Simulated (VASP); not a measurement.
Input of a VASP 6.6.1 run:

Contents of INCAR:

```
ALGO = Normal
DIPOL = 0.5 0.5 0.330
EDIFF = 1E-6
ENCUT = 520
GGA = PS
GGA_COMPAT = False
IDIPOL = 3
ISIF = 2
ISMEAR = 0
ISPIN = 2
LASPH = True
LCHARG = False
LDIPOL = True
LMAXMIX = 4
LORBIT = 11
LREAL = False
LWAVE = False
MAGMOM = 0 0 0 0 0 0 3
NBANDS = 38
NELM = 200
NELMDL = -8
PREC = Accurate
SIGMA = 0.1
```

Contents of KPOINTS:

```
k-points
0
Gamma
  8 8 1
```

POSCAR

```
Hf3N4
1.0
    3.1832060685      0.0000000000      0.0000000000
    0.0000000000      3.1832060685      0.0000000000
    0.0000000000      0.0000000000     21.5465394234
Hf N
3 4
Direct
    0.5000000000      0.5000000000      0.1856446607
    0.0000000000      0.0000000000      0.2883707341
    0.5000000000      0.5000000000      0.3869148661
    0.0000000000      0.0000000000      0.1856446607
    0.5000000000      0.5000000000      0.2862821398
    0.0000000000      0.0000000000      0.3966548528
    0.2500000000      0.2500000000      0.5827636251
```

Potentials or basis: VASP PAW PBE potentials, release 64 (Hf_pv, N).

Run with:

```bash
$ cat potpaw_PBE.64/Hf_pv/POTCAR potpaw_PBE.64/N/POTCAR > POTCAR
$ mpirun -np 1 vasp_std > vasp.out
```

Problem. Predict the site moments.

Solution. Hf -0.02, -0.01 (each value once); N -0.00, +0.00, +1.89 (each value once) μB.

Problem. Predict the largest force.

Solution. 1.344 eV/Å.

Problem. Predict the net moment.

Solution. 2.81 μB per cell.

Forces on the atoms (eV/Å):
```
Hf   0.000  0.000  1.344
Hf  -0.001 -0.001  0.100
Hf  -0.002 -0.002  0.302
N    0.000  0.000 -1.208
N    0.000  0.000 -0.124
N   -0.002 -0.002 -0.318
N    0.004  0.004 -0.096
```

Caveat: the PAW data sets were made with another functional, which shifts forces and pressure a little.
